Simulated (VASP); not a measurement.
# MgS (I4/mmm) in VASP: notebook

Runs on MgS. Level: PBEsol. Tasks: single point.

Everything below comes from runs of VASP 6.6.1. Logs are shortened: lines on timing, memory, paths and dates and some standing lists are left out, and cuts for length are marked.

### Step 1. The cell of the first run

The structure is tetragonal, space group I4/mmm (No. 139). The conventional cell has a = 3.863 Å, b = 3.863 Å, c = 5.073 Å, α = 90.00°, β = 90.00°, γ = 90.00°. Mg (site symmetry 4/mmm) has 6 S at 2.54 to 2.73 Å within 3.3 Å. Within 3.3 Å of S (site symmetry 4/mmm) lie 6 Mg at 2.54 to 2.73 Å.

### Step 2. Single point, PBEsol (strain +0.050 along x and y, -0.025 along z)

File INCAR:

```
SYSTEM = MgS
ALGO = Normal ; EDIFF = 1E-6
ENCUT = 520 ; GGA = PS
ISIF = 2 ; ISMEAR = 0
LASPH = .TRUE. ; LCHARG = .FALSE.
LREAL = .FALSE. ; LWAVE = .FALSE.
NBANDS = 11 ; NELM = 100
PREC = Accurate ; SIGMA = 0.05
```

File KPOINTS:

```
k-points
0
G
  8 8 8
  0 0 0
```

File POSCAR:

```
MgS
1.0
    0.0000000000      2.7317325000      2.5366087500
    2.7317325000      0.0000000000      2.5366087500
    2.7317325000      2.7317325000      0.0000000000
Mg S
1 1
Direct
    0.0000000000      0.0000000000      0.0000000000
    0.5000000000      0.5000000000      0.5000000000
```

Potentials or basis: VASP PAW PBE potentials, release 64 (Mg, S).

On the command line:

```console
$ cat potpaw_PBE.64/Mg/POTCAR potpaw_PBE.64/S/POTCAR > POTCAR
$ mpirun -np 1 vasp_std > vasp.out
```

OUTCAR:

```text
SYSTEM = MgS
   EDIFF = 1E-6
   ENCUT = 520
   GGA = PS
   ISIF = 2
   ISMEAR = 0
   LASPH = .TRUE.
   LREAL = .FALSE.
   NELM = 100
   PREC = Accurate

 ion  position               nearest neighbor table
   1  0.000  0.000  0.000-   2 2.54   2 2.54   2 2.73   2 2.73   2 2.73   2 2.73
   2  0.500  0.500  0.500-   1 2.54   1 2.54   1 2.73   1 2.73   1 2.73   1 2.73

  LATTYP: Found a body centered tetragonal cell.
 ALAT       =     3.8632531503
 C/A-ratio  =     1.3131983079

  Lattice vectors:

 A1 = (   0.0000000000,  -2.7317325000,  -2.5366087500)
 A2 = (   0.0000000000,   2.7317325000,  -2.5366087500)
 A3 = (   2.7317325000,   0.0000000000,   2.5366087500)

Analysis of symmetry for initial positions (statically):
=====================================================================
 Subroutine PRICEL returns:
 Original cell was already a primitive cell.

 Routine SETGRP: Setting up the symmetry group for a
 body centered tetragonal supercell.

 Subroutine GETGRP returns: Found 16 space group operations
 (whereof 16 operations were pure point group operations)
 out of a pool of 16 trial point group operations.

The static configuration has the point symmetry D_4h.

Analysis of symmetry for dynamics (positions and initial velocities):
=====================================================================
 Subroutine PRICEL returns:
 Original cell was already a primitive cell.

 Routine SETGRP: Setting up the symmetry group for a
 body centered tetragonal supercell.

 Subroutine GETGRP returns: Found 16 space group operations
 (whereof 16 operations were pure point group operations)
 out of a pool of 16 trial point group operations.

The dynamic configuration has the point symmetry D_4h.

 Subroutine INISYM returns: Found 16 space group operations
 (whereof 16 operations are pure point group operations),
 and found     1 'primitive' translations

----------------------------------------------------------------------------------------

                                     Primitive cell

  volume of cell :      37.8582

  direct lattice vectors                    reciprocal lattice vectors
     0.000000000  2.731732500  2.536608750    -0.183034027  0.183034027  0.197113567
     2.731732500  0.000000000  2.536608750     0.183034027 -0.183034027  0.197113567
     2.731732500  2.731732500  0.000000000     0.183034027  0.183034027 -0.197113567

  length of vectors
     3.727834009  3.727834009  3.863253150     0.325356218  0.325356218  0.325356218

[... 89 lines left out ...]
   TEBEG  =    0.0;   TEEND  =   0.0 temperature during run
   PSTRESS=    0.0 pullay stress
   NELECT =       8.0000    total number of electrons
   NUPDOWN=      -1.0000    fix difference up-down
   EMIN   =  10.00;   EMAX   =-10.00  energy-range for DOS
   EFERMI =   0.00;   METHOD = LEGACY
   ISMEAR =     0;   SIGMA  =   0.05  broadening in eV -4-tet -1-fermi 0-gaus
   EFERMI_NEDOS =   21; number of points for ismear=-14 and -15
   IALGO  =     38    algorithm
   IMIX   =      4    mixing-type and parameters
     AMIX     =   0.40;   BMIX     =  1.00
     AMIX_MAG =   1.60;   BMIX_MAG =  1.00
  volume/ion in A,a.u.               =      18.93       127.74
  Fermi-wavevector in a.u.,A,eV,Ry     =   0.975105  1.842682 12.936834  0.950831
  Thomas-Fermi vector in A             =   2.105618
   LORBIT       =      0    0 simple, 1 ext, 2 COOP (PROOUT), +10 PAW based schemes
   GGA     = PS    functional components
   LHFCALC =     F    Hartree Fock is set to
   AEXX    =    0.0000 exact exchange contribution
   IVDW    =     0    specifies the selected vdW correction
   LEPSILON=     F    determine dielectric tensor
   LRPA    =     F    only Hartree local field effects (RPA)
 non-spin polarized calculation
 Gauss-broadening in eV      SIGMA  =   0.05
  energy-cutoff  :      520.00
  volume of cell :       37.86
 maximum number of plane-waves:      1042
   NGX = 13   NGY = 13   NGZ = 15

 number of electron       8.0000001 magnetization

 Free energy of the ion-electron system (eV)
  ---------------------------------------------------
  ext. energy  EPLUGINS =         0.00000000
  ---------------------------------------------------
  free energy    TOTEN  =        -8.98288929 eV

  energy without entropy =       -8.98288929  energy(sigma->0) =       -8.98288929

 E-fermi :   3.4337     XC(G=0):  -9.5339

 val. band max:        3.1591291487   @ k =   0.0000   0.0000   0.0000
 cond. band min:       5.4516747264   @ k =   0.5000   0.5000   0.0000
 fundamental gap:      2.2925455777
 Fermi energy:         3.4337330527

 k-point     1 :       0.0000    0.0000    0.0000
  band No.  band energies     occupation
      1      -9.2520      2.00000
      2       2.7990      2.00000
      3       3.1591      2.00000
      4       3.1591      2.00000
      5       6.1128      0.00000
      6      10.7302      0.00000
      7      10.7302      0.00000
      8      11.4543      0.00000
      9      12.7790      0.00000
     10      13.6948      0.00000
     11      14.9060      0.00000
[... 309 lines left out ...]
 k-point    24 :       0.3750   -0.0000    0.1250
  band No.  band energies     occupation
      1      -8.3891      2.00000
      2      -0.4533      2.00000
      3       2.1548      2.00000
      4       2.3869      2.00000
      5       8.0551      0.00000
      6       9.2439      0.00000
      7      10.8618      0.00000
      8      11.2722      0.00000
      9      14.0318      0.00000
     10      15.4255      0.00000
     11      15.5428      0.00000

 [... further k-points ...]

------------------------ aborting loop because EDIFF is reached ----------------------------------------

  FORCE on cell =-STRESS in cart. coord.  units (eV):
  Direction    XX          YY          ZZ          XY          YZ          ZX
  --------------------------------------------------------------------------------------
  -------------------------------------------------------------------------------------
  Total       -1.6395265     -1.6395265     -0.2768611      0.0000000     -0.0000000      0.0000000
  in kB      -69.3855786    -69.3855786    -11.7169001      0.0000000     -0.0000000      0.0000000
  external PRESSURE =     -50.1626858 kB  Pullay stress =       0.0000000 kB

 VOLUME and BASIS-vectors are now :
 -----------------------------------------------------------------------------
  energy-cutoff  :      520.00
  volume of cell :       37.86
      direct lattice vectors                 reciprocal lattice vectors
     0.000000000  2.731732500  2.536608750    -0.183034027  0.183034027  0.197113567
     2.731732500  0.000000000  2.536608750     0.183034027 -0.183034027  0.197113567
     2.731732500  2.731732500  0.000000000     0.183034027  0.183034027 -0.197113567

 POSITION                                       TOTAL-FORCE (eV/Angst)
 -----------------------------------------------------------------------------------
      0.00000      0.00000      0.00000         0.000000     -0.000000      0.000000
      2.73173      2.73173      2.53661        -0.000000      0.000000      0.000000
 -----------------------------------------------------------------------------------
    total drift:                                0.000000      0.000000      0.000000

  FREE ENERGIE OF THE ION-ELECTRON SYSTEM (eV)
  ---------------------------------------------------
  free  energy   TOTEN  =        -8.9828892856 eV

  energy  without entropy=       -8.9828892856  energy(sigma->0) =       -8.98288929
```

stdout:

```text
POSCAR found type information on POSCAR MgS
 POSCAR found :  2 types and       2 ions
 scaLAPACK will be used
 -----------------------------------------------------------------------------
|                                                                             |
|                                                                             |
|     You enforced a specific xc type in the INCAR file but a different       |
|     I HOPE YOU KNOW WHAT YOU ARE DOING!                                     |
|                                                                             |
 -----------------------------------------------------------------------------

 LDA part: xc-table for (Slater+PW92), standard interpolation
 POSCAR, INCAR and KPOINTS ok, starting setup
 FFT: planning ... GRIDC
 FFT: planning ... GRID_SOFT
 FFT: planning ... GRID
 WAVECAR not read
 entering main loop
```

It took 9.2 s on 1 thread of Intel Xeon 6975P-C (Granite Rapids), shared host; peak memory 0.17 GiB.

Results:

| Quantity | Value |
| --- | --- |
| Free energy | -8.9829 eV |
| Pressure | -5.0 GPa |
| Band gap on the k mesh | 2.29 eV, indirect (least direct gap 2.95 eV) |

Stress tensor (GPa, compression positive):
```
-6.94  0.00  0.00
 0.00 -6.94  0.00
 0.00  0.00 -1.17
```

Levels at points of the mesh, in eV from the valence-band top:
| k point | band 1 | band 2 | band 3 | band 4 | band 5 | band 6 | band 7 | band 8 |
| --- | --- | --- | --- | --- | --- | --- | --- | --- |
| (0.00, 0.00, 0.00) | -12.41 | -0.36 | 0.00 | 0.00 | 2.95 | 7.57 | 7.57 | 8.30 |
| (0.50, 0.00, 0.00) | -11.26 | -4.64 | -0.72 | -0.57 | 4.13 | 6.27 | 7.13 | 9.21 |
| (0.50, 0.50, 0.00) | -10.79 | -3.95 | -1.86 | -1.86 | 2.29 | 4.17 | 11.56 | 12.14 |
| (0.50, 0.00, 0.50) | -11.02 | -4.03 | -1.87 | -1.25 | 2.60 | 4.45 | 10.80 | 11.68 |

Caveat: the cell differs from its parent crystal (strain +0.050 along x and y, -0.025 along z); the PAW data sets were made with another functional, which shifts forces and pressure a little.

### Step 3. Single point, PBEsol (strain +0.050 along x and y, +0.000 along z)

File INCAR:

```
SYSTEM = MgS
  PREC = Accurate
  ENCUT = 520
  EDIFF = 1E-6
  ISMEAR = 0
  SIGMA = 0.05
  LREAL = .FALSE.
  LASPH = .TRUE.
  NELM = 100
  ALGO = Normal
  ISIF = 2
  LWAVE = .FALSE.
  LCHARG = .FALSE.
  GGA = PS
  NBANDS = 11
```

File KPOINTS:

```
Automatic mesh
0
G
  8 8 8
  0 0 0
```

File POSCAR:

```
MgS
1.0
    0.0000000000      2.7317325000      2.6016500000
    2.7317325000      0.0000000000      2.6016500000
    2.7317325000      2.7317325000      0.0000000000
Mg S
1 1
Direct
    0.0000000000      0.0000000000      0.0000000000
    0.5000000000      0.5000000000      0.5000000000
```

Potentials or basis: VASP PAW PBE potentials, release 64 (Mg, S).

On the command line:

```console
$ cat potpaw_PBE.64/Mg/POTCAR potpaw_PBE.64/S/POTCAR > POTCAR
$ mpirun -np 1 vasp_std > vasp.out
```

Wall time 9.3 s (1 thread of Intel Xeon 6975P-C (Granite Rapids), shared host); peak memory 0.17 GiB.

Results (log left out):

- Free energy: -8.9646 eV
- Pressure: -6.8 GPa
- Band gap on the k mesh: 2.32 eV, indirect (least direct gap 2.81 eV)

Stress tensor (GPa, compression positive):
```
-7.77  0.00  0.00
 0.00 -7.77  0.00
 0.00  0.00 -4.76
```

Levels at points of the mesh, in eV from the valence-band top:
```tsv
k point	band 1	band 2	band 3	band 4	band 5	band 6	band 7	band 8	band 9
(0.00, 0.00, 0.00)	-12.24	-0.23	0.00	0.00	2.81	7.68	7.68	8.15	9.80
(0.50, 0.00, 0.00)	-11.15	-4.48	-0.63	-0.52	4.16	6.39	6.92	8.97	11.38
(0.50, 0.50, 0.00)	-10.75	-3.82	-1.70	-1.70	2.32	4.33	11.21	12.02	12.02
(0.50, 0.00, 0.50)	-10.89	-3.86	-1.71	-1.31	2.51	4.51	10.70	11.73	12.36
```

Caveat: the cell differs from its parent crystal (strain +0.050 along x and y, +0.000 along z); the PAW data sets were made with another functional, which shifts forces and pressure a little. A k mesh can miss the band edges.
